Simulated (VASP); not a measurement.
# Be2CdS (P-4m2) in VASP: further runs

Runs on Be2CdS. Level: PBE. Tasks: single point.

All numbers are computed with VASP 6.6.1; they aren't measurements. Logs are shortened: lines on timing, memory, paths and dates and some standing lists are left out, and cuts for length are marked.

### 1 The cell of the first run

The structure is tetragonal, space group P-4m2 (No. 115). The conventional cell has a = 3.211 Å, b = 3.211 Å, c = 6.708 Å, α = 90.00°, β = 90.00°, γ = 90.00°. Within 2.7 Å of Be (site symmetry 2mm) lie 2 S at 2.04 Å and 2 Cd at 2.64 Å. Cd (site symmetry -4m2) has 4 Be at 2.64 Å and 4 Cd at 3.21 Å within 3.5 Å. Within 2.7 Å of S (site symmetry -4m2) lie 4 Be at 2.04 Å.

The cell was built from a structure type or drawn by symmetry, and may not be a known phase.

### 2 Single point, PBE

Input file INCAR:

```
SYSTEM = Be2CdS
PREC = Accurate ; ENCUT = 520
EDIFF = 1E-7 ; ISMEAR = 0
SIGMA = 0.1 ; LREAL = .False.
LASPH = .True. ; NELM = 100
ALGO = Normal ; ISIF = 2
LWAVE = .False. ; LCHARG = .True.
GGA = PE ; LELF = .True.
LVHAR = .True. ; NBANDS = 19
```

Input file KPOINTS:

```
Automatic mesh
0
Gamma
  4 4 4
  0 0 0
```

Input file POSCAR:

```
Be2CdS
1.0
    3.2113469715      0.0000000000      0.0000000000
    0.0000000000      3.2113469715      0.0000000000
    0.0000000000      0.0000000000      6.7081060323
Be Cd S
2 1 1
Direct
    0.5000000000      0.0000000000      0.6881474111
    0.0000000000      0.5000000000      0.3118525889
    0.0000000000      0.0000000000      0.0000000000
    0.5000000000      0.5000000000      0.5000000000
```

Potentials or basis: VASP PAW PBE potentials, release 64 (Be, Cd, S).

Run with:

```
$ cat potpaw_PBE.64/Be/POTCAR potpaw_PBE.64/Cd/POTCAR potpaw_PBE.64/S/POTCAR > POTCAR
$ mpirun -np 1 vasp_std > vasp.out
```

OUTCAR:

```text
SYSTEM = Be2CdS
   PREC = Accurate
   ENCUT = 520
   EDIFF = 1E-7
   ISMEAR = 0
   LREAL = .False.
   LASPH = .True.
   NELM = 100
   ISIF = 2
   GGA = PE

 ion  position               nearest neighbor table
   1  0.500  0.000  0.688-   4 2.04   4 2.04   3 2.64   3 2.64
   2  0.000  0.500  0.312-   4 2.04   4 2.04   3 2.64   3 2.64
   3  0.000  0.000  0.000-   1 2.64   2 2.64   2 2.64   1 2.64
   4  0.500  0.500  0.500-   1 2.04   2 2.04   1 2.04   2 2.04

  LATTYP: Found a simple tetragonal cell.
 ALAT       =     3.2113469715
 C/A-ratio  =     2.0888761295

  Lattice vectors:

 A1 = (   3.2113469715,   0.0000000000,   0.0000000000)
 A2 = (   0.0000000000,   3.2113469715,   0.0000000000)
 A3 = (   0.0000000000,   0.0000000000,   6.7081060323)

Analysis of symmetry for initial positions (statically):
=====================================================================
 Subroutine PRICEL returns:
 Original cell was already a primitive cell.

 Routine SETGRP: Setting up the symmetry group for a
 simple tetragonal supercell.

 Subroutine GETGRP returns: Found  8 space group operations
 (whereof  8 operations were pure point group operations)
 out of a pool of 16 trial point group operations.

The static configuration has the point symmetry D_2d.

Analysis of symmetry for dynamics (positions and initial velocities):
=====================================================================
 Subroutine PRICEL returns:
 Original cell was already a primitive cell.

 Routine SETGRP: Setting up the symmetry group for a
 simple tetragonal supercell.

 Subroutine GETGRP returns: Found  8 space group operations
 (whereof  8 operations were pure point group operations)
 out of a pool of 16 trial point group operations.

The dynamic configuration has the point symmetry D_2d.

 Subroutine INISYM returns: Found  8 space group operations
 (whereof  8 operations are pure point group operations),
 and found     1 'primitive' translations

----------------------------------------------------------------------------------------

                                     Primitive cell

  volume of cell :      69.1790

  direct lattice vectors                    reciprocal lattice vectors
     3.211346971  0.000000000  0.000000000     0.311395813  0.000000000  0.000000000
     0.000000000  3.211346971  0.000000000     0.000000000  0.311395813  0.000000000
     0.000000000  0.000000000  6.708106032     0.000000000  0.000000000  0.149073374

  length of vectors
     3.211346971  3.211346971  6.708106032     0.311395813  0.311395813  0.149073374

  position of ions in fractional coordinates (direct lattice)
     0.500000000  0.000000000  0.688147411
     0.000000000  0.500000000  0.311852589
     0.000000000  0.000000000  0.000000000
     0.500000000  0.500000000  0.500000000

  ion indices of the primitive-cell ions
   primitive index   ion index
                 1           1
                 2           2
                 3           3
                 4           4

----------------------------------------------------------------------------------------

 KPOINTS: Automatic mesh

Automatic generation of k-mesh.
 Grid dimensions read from file:
 generate k-points for:    4    4    4

 Generating k-lattice:

  Cartesian coordinates                     Fractional coordinates (reciprocal lattice)
     0.077848953  0.000000000  0.000000000     0.250000000  0.000000000  0.000000000
     0.000000000  0.077848953  0.000000000     0.000000000  0.250000000  0.000000000
     0.000000000  0.000000000  0.037268344     0.000000000  0.000000000  0.250000000

  Length of vectors
     0.077848953  0.077848953  0.037268344

  Shift w.r.t. Gamma in fractional coordinates (k-lattice)
     0.000000000  0.000000000  0.000000000

 Subroutine IBZKPT returns following result:
 ===========================================

 Found     18 irreducible k-points:

 Following reciprocal coordinates:
            Coordinates               Weight
  0.000000  0.000000  0.000000      1.000000
  0.250000  0.000000  0.000000      4.000000
  0.500000  0.000000  0.000000      2.000000
  0.250000  0.250000  0.000000      4.000000
  0.500000  0.250000  0.000000      4.000000
  0.500000  0.500000  0.000000      1.000000
[... 10 lines left out ...]
  0.500000  0.250000  0.500000      4.000000
  0.500000  0.500000  0.500000      1.000000
   k-points           NKPTS =     18   k-points in BZ     NKDIM =     18   number of bands    NBANDS=     19
   number of dos      NEDOS =    301   number of ions     NIONS =      4
   total plane-waves  NPLWV =  28800
   dimension x,y,z NGX =    24 NGY =   24 NGZ =   50
   dimension x,y,z NGXF=    48 NGYF=   48 NGZF=  100
   ions per type =               2   1   1
   NGX,Y,Z   is equivalent  to a cutoff of  12.42, 12.42, 12.39 a.u.
   NGXF,Y,Z  is equivalent  to a cutoff of  24.85, 24.85, 24.78 a.u.
 SYSTEM =  Be2CdS
   PREC   = accura    normal or accurate (medium, high low for compatibility)
   ISTART =      0    job   : 0-new  1-cont  2-samecut
   ICHARG =      2    charge: 1-file 2-atom 10-const
   ISPIN  =      1    spin polarized calculation?
   LNONCOLLINEAR =      F non collinear calculations
   LSORBIT =      F    spin-orbit coupling
   LASPH  =      T    aspherical Exc in radial PAW
   ENCUT  =  520.0 eV  38.22 Ry    6.18 a.u.   5.97  5.97 12.47*2*pi/ulx,y,z
   NELM   =    100;   NELMIN=  2; NELMDL= -5     # of ELM steps
   EDIFF  = 0.1E-06   stopping-criterion for ELM
   LREAL  =      F    real-space projection
   EDIFFG = 0.1E-05   stopping-criterion for IOM
   NSW    =      0    number of steps for IOM
   IBRION =     -1    ionic relax: 0-MD 1-quasi-New 2-CG
   NFREE  =      0    steps in history (QN), initial steepest desc. (CG)
   ISIF   =      2    stress and relaxation
   ISYM   =      2    0-nonsym 1-usesym 2-fastsym
   POTIM  = 0.5000    time-step for ionic-motion
   TEBEG  =    0.0;   TEEND  =   0.0 temperature during run
   PSTRESS=    0.0 pullay stress
   NELECT =      22.0000    total number of electrons
   NUPDOWN=      -1.0000    fix difference up-down
   EMIN   =  10.00;   EMAX   =-10.00  energy-range for DOS
   EFERMI =   0.00;   METHOD = LEGACY
   ISMEAR =     0;   SIGMA  =   0.10  broadening in eV -4-tet -1-fermi 0-gaus
   EFERMI_NEDOS =   21; number of points for ismear=-14 and -15
   IALGO  =     38    algorithm
   IMIX   =      4    mixing-type and parameters
     AMIX     =   0.40;   BMIX     =  1.00
     AMIX_MAG =   1.60;   BMIX_MAG =  1.00
  volume/ion in A,a.u.               =      17.29       116.71
  Fermi-wavevector in a.u.,A,eV,Ry     =   1.117440  2.111656 16.989220  1.248672
  Thomas-Fermi vector in A             =   2.254063
   LORBIT       =      0    0 simple, 1 ext, 2 COOP (PROOUT), +10 PAW based schemes
   GGA     = PE    functional components
   LHFCALC =     F    Hartree Fock is set to
   AEXX    =    0.0000 exact exchange contribution
   IVDW    =     0    specifies the selected vdW correction
   LEPSILON=     F    determine dielectric tensor
   LRPA    =     F    only Hartree local field effects (RPA)
 non-spin polarized calculation
 Gauss-broadening in eV      SIGMA  =   0.10
  energy-cutoff  :      520.00
  volume of cell :       69.18
 maximum number of plane-waves:      1896
 NGX is ok and might be reduce to    24
   NGX = 11   NGY = 11   NGZ = 25

 number of electron      21.9999993 magnetization

 Free energy of the ion-electron system (eV)
  ---------------------------------------------------
  ext. energy  EPLUGINS =         0.00000000
  ---------------------------------------------------
  free energy    TOTEN  =       -12.50617618 eV

  energy without entropy =      -12.49950766  energy(sigma->0) =      -12.50284192

 E-fermi :   3.0430     XC(G=0):  -9.5971

 val. band max:        2.9890604824   @ k =   0.0000   0.0000   0.0000
 cond. band min:       3.0498301173   @ k =   0.2500   0.2500   0.0000
 fundamental gap:      0.0607696349
 Fermi energy:         3.0430289271

 k-point     1 :       0.0000    0.0000    0.0000
  band No.  band energies     occupation
      1     -11.6200      2.00000
      2      -5.4226      2.00000
      3      -5.1610      2.00000
      4      -4.7778      2.00000
      5      -4.7778      2.00000
      6      -4.5628      2.00000
[... 11 lines left out ...]
     18      10.7125      0.00000
     19      12.2440      0.00000

 k-point     2 :       0.2500    0.0000    0.0000
  band No.  band energies     occupation
      1     -11.1894      2.00000
      2      -5.2837      2.00000
      3      -5.0477      2.00000
      4      -4.9880      2.00000
      5      -4.7595      2.00000
      6      -4.6844      2.00000
[... 11 lines left out ...]
     18      11.0040      0.00000
     19      12.8533      0.00000

 k-point     3 :       0.5000    0.0000    0.0000
  band No.  band energies     occupation
      1     -10.6401      2.00000
      2      -5.2570      2.00000
      3      -5.2221      2.00000
      4      -4.8725      2.00000
      5      -4.8021      2.00000
      6      -4.7410      2.00000
[... 11 lines left out ...]
     18      10.4598      0.00000
     19      10.5769      0.00000

 k-point     4 :       0.2500    0.2500    0.0000
  band No.  band energies     occupation
      1     -10.7741      2.00000
      2      -5.0550      2.00000
      3      -4.9775      2.00000
      4      -4.9540      2.00000
      5      -4.9194      2.00000
      6      -4.8526      2.00000
[... 275 lines left out ...]
     18      11.0532      0.00000
     19      11.8403      0.00000

 k-point    17 :       0.5000    0.2500    0.5000
  band No.  band energies     occupation
      1     -10.2504      2.00000
      2      -5.1614      2.00000
      3      -5.0305      2.00000
      4      -4.9591      2.00000
      5      -4.9240      2.00000
      6      -4.6397      2.00000
[... 11 lines left out ...]
     18      11.9934      0.00000
     19      12.4412      0.00000

 k-point    18 :       0.5000    0.5000    0.5000
  band No.  band energies     occupation
      1      -9.7665      2.00000
      2      -5.2317      2.00000
      3      -5.1312      2.00000
      4      -5.1312      2.00000
      5      -4.8111      2.00000
      6      -4.3374      2.00000
[... 11 lines left out ...]
     18       9.7384      0.00000
     19       9.7392      0.00000

------------------------ aborting loop because EDIFF is reached ----------------------------------------

  FORCE on cell =-STRESS in cart. coord.  units (eV):
  Direction    XX          YY          ZZ          XY          YZ          ZX
  --------------------------------------------------------------------------------------
  -------------------------------------------------------------------------------------
  Total        0.0004290      0.0004290      0.0193639      0.0000000      0.0000000     -0.0000000
  in kB        0.0099356      0.0099356      0.4484647      0.0000000      0.0000000     -0.0000000
  external PRESSURE =       0.1561120 kB  Pullay stress =       0.0000000 kB

 VOLUME and BASIS-vectors are now :
 -----------------------------------------------------------------------------
  energy-cutoff  :      520.00
  volume of cell :       69.18
      direct lattice vectors                 reciprocal lattice vectors
     3.211346971  0.000000000  0.000000000     0.311395813  0.000000000  0.000000000
     0.000000000  3.211346971  0.000000000     0.000000000  0.311395813  0.000000000
     0.000000000  0.000000000  6.708106032     0.000000000  0.000000000  0.149073374

 POSITION                                       TOTAL-FORCE (eV/Angst)
 -----------------------------------------------------------------------------------
      1.60567      0.00000      4.61617        -0.000000     -0.000000     -0.008951
      0.00000      1.60567      2.09194         0.000000     -0.000000      0.008951
      0.00000      0.00000      0.00000        -0.000000     -0.000000      0.000000
      1.60567      1.60567      3.35405        -0.000000      0.000000      0.000000
 -----------------------------------------------------------------------------------
    total drift:                               -0.000000      0.000000      0.000000

  FREE ENERGIE OF THE ION-ELECTRON SYSTEM (eV)
  ---------------------------------------------------
  free  energy   TOTEN  =       -12.5061761790 eV

  energy  without entropy=      -12.4995076552  energy(sigma->0) =      -12.50284192
```

It took 16 s on 1 thread of Intel Xeon Platinum 8375C at 2.90GHz (Ice Lake), shared host; peak memory 0.18 GiB.

What came out:

```yaml
Free_energy: -12.5062 eV
Pressure: 0.0 GPa
Largest_force: 0.009 eV/Å
Band_gap_on_the_k_mesh: zero (bands 11 and 12 overlap by 1.96 eV)
```

Forces on the atoms (eV/Å):
```
Be   0.000  0.000 -0.009
Be   0.000  0.000  0.009
Cd   0.000  0.000  0.000
S    0.000  0.000  0.000
```

Levels at points of the mesh, in eV from the Fermi level:
```tsv
k point	band 7	band 8	band 9	band 10	band 11	band 12	band 13	band 14	band 15	band 16
(0.00, 0.00, 0.00)	-6.16	-5.84	-2.50	-2.50	-0.05	3.53	4.60	5.19	5.31	5.31
(0.50, 0.00, 0.00)	-6.79	-4.85	-2.25	-1.81	-1.45	-0.99	4.86	5.89	5.98	6.14
(0.50, 0.50, 0.00)	-5.67	-5.67	-4.42	-0.96	0.97	0.97	1.36	3.48	3.95	4.12
(0.00, 0.00, 0.50)	-7.09	-3.68	-2.48	-2.48	-2.17	3.85	4.40	4.80	4.80	6.80
(0.50, 0.00, 0.50)	-6.90	-5.16	-2.86	-1.81	-0.50	0.57	2.85	3.58	5.84	5.97
(0.50, 0.50, 0.50)	-5.64	-5.64	-4.39	-0.74	0.32	0.65	0.65	4.70	5.82	5.82
```

Caveat: the k points lie up to 0.49 Å⁻¹ apart, too coarse for converged energies and pressures of a metal.

(Part 1 of 2 ends here.)
